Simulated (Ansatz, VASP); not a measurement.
**Two plane-wave programs on MnF2**

```
CELL_PARAMETERS angstrom
4.87340 0.00000 0.00000
0.00000 4.87340 0.00000
0.00000 0.00000 3.30990
ATOMIC_POSITIONS crystal
Mn 0.00000 0.00000 0.00000
Mn 0.50000 0.50000 0.50000
F 0.30500 0.30500 0.00000
F 0.19500 0.80500 0.50000
F 0.69500 0.69500 0.00000
F 0.80500 0.19500 0.50000
```

Alike in both runs: task single point; functional LDA; k mesh 4 × 4 × 6; occupations gaussian, width 0.05 eV; collinear spin; Hubbard terms Mn d U = 4.0 eV.

|  | VASP | Ansatz |
| --- | --- | --- |
| version | VASP 6.6.1 | Ansatz 0.2.0 |
| potentials or method | VASP PAW LDA potentials, release 64 (Mn_pv, F), cutoff 520 eV | scalar-relativistic, plane waves, PAW |
| valence electrons in the cell | 54 | 58 |

```tsv
	VASP	Ansatz	Ansatz less VASP
gap on the k mesh at the Fermi level (eV)	2.11	2.18	+0.069
least direct gap on the mesh (eV)	2.11	2.18	+0.069
pressure (GPa)	-4.4	-3.4	+0.99
traceless stress, the component that is largest in VASP (GPa)	-0.65	-0.46	+0.193
rms of the force components (eV/Å)	0.022	0.022	+0.0005
net moment per atom (μB)	1.67	1.67	0.000
size of the moment on the site where the two differ most (μB)	4.66	4.21	-0.446
```

LDA's correlation is that of Perdew and Zunger in VASP and of Perdew and Wang (1992) in Ansatz. Site moments also hang on the region over which each program counts them. The programs project onto different local orbitals, so the same U acts differently, and such runs can settle in different states. Atom by atom the forces differ by 0.000 eV/Å (rms over components). VASP's potentials hold 54 valence electrons a cell and Ansatz's 58, so a difference there can come from the potentials and not from the codes.
